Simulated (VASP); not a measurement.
# Tl in VASP: notebook

The runs below take Tl through single point, with PBE.

All numbers are computed with VASP 6.6.1; they aren't measurements. Logs are shortened: lines on timing, memory, paths and dates and some standing lists are left out, and cuts for length are marked.

**1. The cell of the first run**

Symmetry: Fm-3m, No. 225, cubic system. Conventional cell: a = 4.330 Å, b = 4.330 Å, c = 4.330 Å, α = 90.00°, β = 90.00°, γ = 90.00°. Tl (site symmetry m-3m) has 12 Tl at 3.06 Å within 4.0 Å.

**2. Single point, PBE**

Contents of INCAR:

```
PREC = Accurate
ENCUT = 520
EDIFF = 1E-6
ISMEAR = -1
SIGMA = 0.05
LREAL = False
LASPH = True
NELM = 60
ALGO = Normal
ISIF = 2
LWAVE = False
LCHARG = False
GGA = PE
NBANDS = 12
```

Contents of KPOINTS:

```
regular mesh
0
Gamma
  16 16 16
```

Contents of POSCAR:

```
Tl
1.0
    0.0000000000      2.1650000000      2.1650000000
    2.1650000000      0.0000000000      2.1650000000
    2.1650000000      2.1650000000      0.0000000000
Tl
1
Direct
    0.0000000000      0.0000000000      0.0000000000
```

Potentials or basis: VASP PAW PBE potentials, release 64 (Tl_d).

Launch:

```bash
cat potpaw_PBE.64/Tl_d/POTCAR > POTCAR
mpirun -np 1 vasp_std > vasp.out
```

OUTCAR:

```text
PREC = Accurate
   ENCUT = 520
   EDIFF = 1E-6
   ISMEAR = -1
   LREAL = False
   LASPH = True
   NELM = 60
   ISIF = 2
   GGA = PE

 ion  position               nearest neighbor table
   1  0.000  0.000  0.000-

  LATTYP: Found a face centered cubic cell.
 ALAT       =     4.3300000000

  Lattice vectors:

 A1 = (   0.0000000000,   2.1650000000,   2.1650000000)
 A2 = (   2.1650000000,   0.0000000000,   2.1650000000)
 A3 = (   2.1650000000,   2.1650000000,   0.0000000000)

Analysis of symmetry for initial positions (statically):
=====================================================================
 Subroutine PRICEL returns:
 Original cell was already a primitive cell.

 Routine SETGRP: Setting up the symmetry group for a
 face centered cubic supercell.

 Subroutine GETGRP returns: Found 48 space group operations
 (whereof 48 operations were pure point group operations)
 out of a pool of 48 trial point group operations.

The static configuration has the point symmetry O_h .

Analysis of symmetry for dynamics (positions and initial velocities):
=====================================================================
 Subroutine PRICEL returns:
 Original cell was already a primitive cell.

 Routine SETGRP: Setting up the symmetry group for a
 face centered cubic supercell.

 Subroutine GETGRP returns: Found 48 space group operations
 (whereof 48 operations were pure point group operations)
 out of a pool of 48 trial point group operations.

The dynamic configuration has the point symmetry O_h .

 Subroutine INISYM returns: Found 48 space group operations
 (whereof 48 operations are pure point group operations),
 and found     1 'primitive' translations

----------------------------------------------------------------------------------------

                                     Primitive cell

  volume of cell :      20.2957

  direct lattice vectors                    reciprocal lattice vectors
     0.000000000  2.165000000  2.165000000    -0.230946882  0.230946882  0.230946882
     2.165000000  0.000000000  2.165000000     0.230946882 -0.230946882  0.230946882
     2.165000000  2.165000000  0.000000000     0.230946882  0.230946882 -0.230946882

  length of vectors
     3.061772363  3.061772363  3.061772363     0.400011734  0.400011734  0.400011734

  position of ions in fractional coordinates (direct lattice)
     0.000000000  0.000000000  0.000000000

  ion indices of the primitive-cell ions
   primitive index   ion index
                 1           1

----------------------------------------------------------------------------------------

 KPOINTS: regular mesh

Automatic generation of k-mesh.
 Grid dimensions read from file:
 generate k-points for:   16   16   16

 Generating k-lattice:

  Cartesian coordinates                     Fractional coordinates (reciprocal lattice)
    -0.014434180  0.014434180  0.014434180     0.062500000  0.000000000  0.000000000
     0.014434180 -0.014434180  0.014434180     0.000000000  0.062500000  0.000000000
     0.014434180  0.014434180 -0.014434180     0.000000000  0.000000000  0.062500000

  Length of vectors
     0.025000733  0.025000733  0.025000733

  Shift w.r.t. Gamma in fractional coordinates (k-lattice)
     0.000000000  0.000000000  0.000000000

 Subroutine IBZKPT returns following result:
 ===========================================

 Found    145 irreducible k-points:

 Following reciprocal coordinates:
            Coordinates               Weight
  0.000000  0.000000  0.000000      1.000000
  0.062500  0.000000  0.000000      8.000000
  0.125000  0.000000  0.000000      8.000000
  0.187500  0.000000  0.000000      8.000000
  0.250000  0.000000  0.000000      8.000000
  0.312500  0.000000  0.000000      8.000000
[... 16 lines left out ...]
 -0.125000  0.062500  0.000000     24.000000
 -0.062500  0.062500  0.000000     12.000000
 [... further k-points ...]
   k-points           NKPTS =    145   k-points in BZ     NKDIM =    145   number of bands    NBANDS=     12
   number of dos      NEDOS =    301   number of ions     NIONS =      1
   total plane-waves  NPLWV =  13824
   dimension x,y,z NGX =    24 NGY =   24 NGZ =   24
   dimension x,y,z NGXF=    48 NGYF=   48 NGZF=   48
   ions per type =               1
   NGX,Y,Z   is equivalent  to a cutoff of  13.03, 13.03, 13.03 a.u.
   NGXF,Y,Z  is equivalent  to a cutoff of  26.06, 26.06, 26.06 a.u.
 SYSTEM =  unknown system
   PREC   = accura    normal or accurate (medium, high low for compatibility)
   ISTART =      0    job   : 0-new  1-cont  2-samecut
   ICHARG =      2    charge: 1-file 2-atom 10-const
   ISPIN  =      1    spin polarized calculation?
   LNONCOLLINEAR =      F non collinear calculations
   LSORBIT =      F    spin-orbit coupling
   LASPH  =      T    aspherical Exc in radial PAW
   ENCUT  =  520.0 eV  38.22 Ry    6.18 a.u.   5.69  5.69  5.69*2*pi/ulx,y,z
   NELM   =     60;   NELMIN=  2; NELMDL= -5     # of ELM steps
   EDIFF  = 0.1E-05   stopping-criterion for ELM
   LREAL  =      F    real-space projection
   EDIFFG = 0.1E-04   stopping-criterion for IOM
   NSW    =      0    number of steps for IOM
   IBRION =     -1    ionic relax: 0-MD 1-quasi-New 2-CG
   NFREE  =      0    steps in history (QN), initial steepest desc. (CG)
   ISIF   =      2    stress and relaxation
   ISYM   =      2    0-nonsym 1-usesym 2-fastsym
   POTIM  = 0.5000    time-step for ionic-motion
   TEBEG  =    0.0;   TEEND  =   0.0 temperature during run
   PSTRESS=    0.0 pullay stress
   NELECT =      13.0000    total number of electrons
   NUPDOWN=      -1.0000    fix difference up-down
   EMIN   =  10.00;   EMAX   =-10.00  energy-range for DOS
   EFERMI =   0.00;   METHOD = LEGACY
   ISMEAR =    -1;   SIGMA  =   0.05  broadening in eV -4-tet -1-fermi 0-gaus
   EFERMI_NEDOS =   21; number of points for ismear=-14 and -15
   IALGO  =     38    algorithm
   IMIX   =      4    mixing-type and parameters
     AMIX     =   0.40;   BMIX     =  1.00
     AMIX_MAG =   1.60;   BMIX_MAG =  1.00
  volume/ion in A,a.u.               =      20.30       136.96
  Fermi-wavevector in a.u.,A,eV,Ry     =   1.411198  2.666778 27.095740  1.991481
  Thomas-Fermi vector in A             =   2.533074
   LORBIT       =      0    0 simple, 1 ext, 2 COOP (PROOUT), +10 PAW based schemes
   GGA     = PE    functional components
   LHFCALC =     F    Hartree Fock is set to
   AEXX    =    0.0000 exact exchange contribution
   IVDW    =     0    specifies the selected vdW correction
   LEPSILON=     F    determine dielectric tensor
   LRPA    =     F    only Hartree local field effects (RPA)
 non-spin polarized calculation
  energy-cutoff  :      520.00
  volume of cell :       20.30
 maximum number of plane-waves:       568
   NGX = 11   NGY = 11   NGZ = 11

 number of electron      13.0000002 magnetization

 Free energy of the ion-electron system (eV)
  ---------------------------------------------------
  ext. energy  EPLUGINS =         0.00000000
  ---------------------------------------------------
  free energy    TOTEN  =        -1.40995138 eV

  energy without entropy =       -1.40694981  energy(sigma->0) =       -1.40845059

 E-fermi :  11.1623     XC(G=0): -12.0246

 val. band max:       11.1565650082   @ k =  -0.2500   0.4375   0.1875
 cond. band min:      11.1857190965   @ k =  -0.3125   0.3750   0.0625
 fundamental gap:      0.0291540883
 Fermi energy:        11.1623079090

 k-point     1 :       0.0000    0.0000    0.0000
  band No.  band energies     occupation
      1      -1.9599      2.00000
      2      -1.4453      2.00000
      3      -1.4453      2.00000
      4      -1.4453      2.00000
      5      -0.8066      2.00000
      6      -0.8066      2.00000
      7      22.0575      0.00000
      8      24.0168      0.00000
      9      24.0168      0.00000
     10      24.0168      0.00000
     11      29.0298      0.00000
     12      29.9979      0.00000

 k-point     2 :       0.0625    0.0000    0.0000
  band No.  band energies     occupation
      1      -1.8533      2.00000
      2      -1.4498      2.00000
      3      -1.4222      2.00000
      4      -1.4222      2.00000
      5      -0.8122      2.00000
      6      -0.8122      2.00000
      7      21.9791      0.00000
      8      23.0164      0.00000
      9      24.0006      0.00000
     10      24.0006      0.00000
     11      28.8922      0.00000
     12      29.7445      0.00000

 k-point     3 :       0.1250    0.0000    0.0000
  band No.  band energies     occupation
      1      -1.6909      2.00000
      2      -1.3651      2.00000
      3      -1.3651      2.00000
      4      -1.3020      2.00000
      5      -0.8182      2.00000
      6      -0.8182      2.00000
      7      20.3364      0.00000
      8      22.5430      0.00000
      9      23.9169      0.00000
     10      23.9169      0.00000
     11      27.8648      0.00000
     12      29.1262      0.00000
[... 286 lines left out ...]
 k-point    23 :      -0.1250    0.0625    0.0000
  band No.  band energies     occupation
      1      -1.6263      2.00000
      2      -1.4097      2.00000
      3      -1.3272      2.00000
      4      -1.0966      2.00000
      5      -0.8802      2.00000
      6      -0.6980      2.00000
      7      19.5798      0.00000
      8      21.4901      0.00000
      9      23.5188      0.00000
     10      24.8825      0.00000
     11      26.7777      0.00000
     12      28.6026      0.00000

 k-point    24 :      -0.0625    0.0625    0.0000
  band No.  band energies     occupation
      1      -1.6986      2.00000
      2      -1.4816      2.00000
      3      -1.3923      2.00000
      4      -1.3376      2.00000
      5      -0.8485      2.00000
      6      -0.7848      2.00000
      7      21.7494      0.00000
      8      21.9289      0.00000
      9      23.4299      0.00000
     10      24.4989      0.00000
     11      27.9680      0.00000
     12      29.8377      0.00000

 [... further k-points ...]
[... 5 lines left out ...]
  --------------------------------------------------------------------------------------
  -------------------------------------------------------------------------------------
  Total        4.7336282      4.7336282      4.7336282     -0.0000000     -0.0000000      0.0000000
  in kB      373.6810091    373.6810091    373.6810091     -0.0000000     -0.0000000      0.0000000
  external PRESSURE =     373.6810091 kB  Pullay stress =       0.0000000 kB

 VOLUME and BASIS-vectors are now :
 -----------------------------------------------------------------------------
  energy-cutoff  :      520.00
  volume of cell :       20.30
      direct lattice vectors                 reciprocal lattice vectors
     0.000000000  2.165000000  2.165000000    -0.230946882  0.230946882  0.230946882
     2.165000000  0.000000000  2.165000000     0.230946882 -0.230946882  0.230946882
     2.165000000  2.165000000  0.000000000     0.230946882  0.230946882 -0.230946882

 POSITION                                       TOTAL-FORCE (eV/Angst)
 -----------------------------------------------------------------------------------
      0.00000      0.00000      0.00000         0.000000      0.000000      0.000000
 -----------------------------------------------------------------------------------
    total drift:                               -0.000000      0.000000      0.000000

  FREE ENERGIE OF THE ION-ELECTRON SYSTEM (eV)
  ---------------------------------------------------
  free  energy   TOTEN  =        -1.4099513826 eV

  energy  without entropy=       -1.4069498062  energy(sigma->0) =       -1.40845059
```

It took 27 s on 1 thread of Intel Xeon 8259CL, shared host; peak memory 0.16 GiB.

Results:

| Item | Value |
| --- | --- |
| Free energy | -1.4100 eV |
| Pressure | 37.4 GPa |

Levels at points of the mesh, in eV from the Fermi level:
| k point | band 2 | band 3 | band 4 | band 5 | band 6 | band 7 | band 8 | band 9 | band 10 | band 11 |
| --- | --- | --- | --- | --- | --- | --- | --- | --- | --- | --- |
| (0.00, 0.00, 0.00) | -12.61 | -12.61 | -12.61 | -11.97 | -11.97 | 10.90 | 12.85 | 12.85 | 12.85 | 17.87 |
| (0.50, 0.00, 0.00) | -12.60 | -12.60 | -11.42 | -11.42 | -5.26 | -4.83 | 10.34 | 10.41 | 10.41 | 16.58 |
| (0.50, 0.50, 0.00) | -13.36 | -11.46 | -11.28 | -11.28 | -3.31 | -2.71 | 4.49 | 4.49 | 9.48 | 11.09 |

Caveat: spin-orbit coupling is left out, which moves the levels of the heavy elements.

**3. Single point, PBE (z stretched by -1.5 % at fixed volume)**

Contents of INCAR:

```
SYSTEM = Tl
  ALGO = Normal
  EDIFF = 1E-6
  ENCUT = 520
  GGA = PE
  ISIF = 2
  ISMEAR = -1
  LASPH = .TRUE.
  LCHARG = .FALSE.
  LREAL = .FALSE.
  LWAVE = .FALSE.
  NBANDS = 12
  NELM = 100
  PREC = Accurate
  SIGMA = 0.05
```

Contents of KPOINTS:

```
k-points
0
G
  16 16 16
  0 0 0
```

Contents of POSCAR:

```
Tl
1.0
    0.0000000000      2.1814224856      2.1325250000
    2.1814224856      0.0000000000      2.1325250000
    2.1814224856      2.1814224856      0.0000000000
Tl
1
Direct
    0.0000000000      0.0000000000      0.0000000000
```

Potentials or basis: VASP PAW PBE potentials, release 64 (Tl_d).

Launch:

```bash
cat potpaw_PBE.64/Tl_d/POTCAR > POTCAR
mpirun -np 1 vasp_std > vasp.out
```

Run time: 69 s. Hardware: 1 thread of Intel Xeon 8259CL, shared host; peak memory 0.2 GiB.

The run converged. Its results:

- Free energy: -1.4093 eV
- Pressure: 37.4 GPa

Stress tensor (GPa, compression positive):
```
37.07  0.00  0.00
 0.00 37.07  0.00
 0.00  0.00 37.93
```

Levels at points of the mesh, in eV from the Fermi level:
```csv
k point,band 4,band 5,band 6,band 7,band 8,band 9
"(0.00, 0.00, 0.00)",-12.51,-11.99,-11.89,10.93,12.88,12.88
"(0.50, 0.00, 0.00)",-11.42,-11.37,-5.22,-4.80,10.18,10.20
"(0.50, 0.50, 0.00)",-11.24,-11.24,-3.08,-2.37,4.27,4.27
"(0.50, 0.00, 0.50)",-11.29,-11.22,-3.38,-2.84,4.61,4.69
```

Caveat: spin-orbit coupling is left out, which moves the levels of the heavy elements.
